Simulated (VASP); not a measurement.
Runs of VASP 6.6.1 on TiH. The structure is that of space group Fm-3m (No. 225), or close to it. The cells are those of the table. 

| cell | gap on the mesh (eV) | pressure (GPa) |
| --- | --- | --- |
| a = 2.798, b = 2.798, c = 4.256 Å, 4 atoms | none | 10.7 |
| a = 2.974, b = 2.974, c = 4.106 Å, 4 atoms | none | -3.1 |
| a = 2.842, b = 2.842, c = 4.218 Å, 4 atoms | none | 6.8 |
| a = 2.886, b = 2.886, c = 4.274 Å, 4 atoms | none | (a) |
| a = 2.886, b = 2.886, c = 4.181 Å, 4 atoms | none | (b) |

Alike in all rows: task single point; level PBEsol; potentials or basis VASP PAW PBE potentials, release 64 (Ti_sv, H); no spin polarisation; k mesh 14 × 14 × 10; cutoff (eV) 520; smearing gaussian 0.1 eV.

Task: Fill in the values left out.

Result: (a) -0.2; (b) 3.1.

Caveats: the PAW data sets were made with another functional, which shifts forces and pressure a little; the cell stands under pressure (at least some runs); the cell stands under tension (at least some runs).

A gap of «none» marks levels without a gap at the run's occupations.
